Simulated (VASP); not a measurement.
The system is B.

```
CELL_PARAMETERS angstrom
2.88647 0.00000 0.00000
0.00000 2.88647 0.00000
0.00000 0.00000 4.61886
ATOMIC_POSITIONS crystal
B 0.00000 0.00000 0.25000
B 0.00000 0.00000 0.75000
B 0.65668 0.23682 0.50000
B 0.34332 0.76318 0.50000
B 0.76318 0.65668 0.00000
B 0.23682 0.34332 0.00000
```

* Program: VASP 6.6.1
* Task: relaxation of cell and atoms
* Functional: PBE
* Potentials or basis: VASP PAW PBE potentials, release 64 (B)
* Cutoff: 600 eV
* k mesh: 6 × 6 × 4
* Occupations: gaussian, width 0.1 eV
* Spin: no spin polarisation

At the start: pressure 53.9 GPa; volume 6.41 Å³/atom.

Where does the relaxation end?

Over 17 steps the energy falls by 510.2 meV/atom and the volume is 6.83 Å³/atom (+6.5 %); space group P4_2/m (No. 84, to 0.05 Å).

The path:
```csv
step,energy change (eV),largest force (eV/Å),pressure (GPa),volume (Å³)
1,0.0000,4.5011,53.87,38.48
2,-0.4347,6.1523,-12.10,51.78
3,-2.0351,1.0454,2.58,45.01
4,-2.0385,0.9009,3.62,44.77
5,-2.3076,0.4758,-7.70,46.57
6,-2.3474,0.5951,-11.70,47.29
7,-2.6042,0.3959,-9.90,45.86
8,-3.0018,0.2958,-6.27,42.71
9,-1.3473,0.9850,33.04,35.62
10,-3.0189,0.4377,-5.00,41.80
11,-3.0181,0.3880,-5.64,42.11
12,-3.0197,0.4027,-5.46,42.00
13,-3.0552,0.1378,1.61,40.73
14,-3.0553,0.1498,1.26,40.78
15,-3.0606,0.0501,0.28,40.90
16,-3.0607,0.0499,0.21,40.91
17,-3.0609,0.0247,0.06,40.97
```

Final structure:
```yaml
crystal:
  lattice:
    - [3.25243, 0.00000, 0.00000]
    - [0.00000, 3.25243, 0.00000]
    - [0.00000, 0.00000, 3.87305]
  atoms:
    - { symbol: B, position: [0.00000, 0.00000, 0.25000] }
    - { symbol: B, position: [0.00000, 0.00000, 0.75000] }
    - { symbol: B, position: [0.60469, 0.25485, 0.50000] }
    - { symbol: B, position: [0.39531, 0.74515, 0.50000] }
    - { symbol: B, position: [0.74515, 0.60469, 0.00000] }
    - { symbol: B, position: [0.25485, 0.39531, 0.00000] }
```

Caveat: the k points lie up to 0.41 Å⁻¹ apart in the final cell.
